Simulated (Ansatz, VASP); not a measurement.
# Two plane-wave programs on AlGa3O6

```
Al Ga O
1.0
     2.49775    1.44207    4.49758
    -2.49775    1.44207    4.49758
     0.00000   -2.88415    4.49758
Al Ga O
1 3 6
Direct
  0.14964 0.14964 0.14964
  0.35939 0.35939 0.35939
  0.85501 0.85501 0.85501
  0.64425 0.64425 0.64425
  0.25135 0.54295 0.94700
  0.54295 0.94700 0.25135
  0.94700 0.25135 0.54295
  0.76479 0.43286 0.05277
  0.43286 0.05277 0.76479
  0.05277 0.76479 0.43286
```

Alike in both runs: task single point; functional r2SCAN; k mesh 6 × 6 × 6; occupations gaussian, width 0.02 eV; no spin polarisation.

|  | VASP | Ansatz |
| --- | --- | --- |
| version | VASP 6.6.1 | Ansatz 0.2.0 |
| potentials or method | VASP PAW PBE potentials, release 64 (Al, Ga_d, O), cutoff 520 eV | scalar-relativistic, plane waves, PAW |
| valence electrons in the cell | 78 | 78 |

|  | VASP | Ansatz | Ansatz less VASP |
| --- | --- | --- | --- |
| gap on the k mesh at the Fermi level (eV) | 3.74 | 3.74 | +0.005 |
| least direct gap on the mesh (eV) | 3.91 | 3.91 | +0.003 |
| pressure (GPa) | -7.6 | -8.7 | -1.14 |
| traceless stress, the component that is largest in VASP (GPa) | 0.37 | 0.70 | +0.334 |
| rms of the force components (eV/Å) | 0.032 | 0.054 | +0.0221 |

VASP's potentials were made for PBE, not for r2SCAN. Atom by atom the forces differ by 0.043 eV/Å (rms over components). The functional is the same, so the differences come from potentials, cutoffs and numerics.
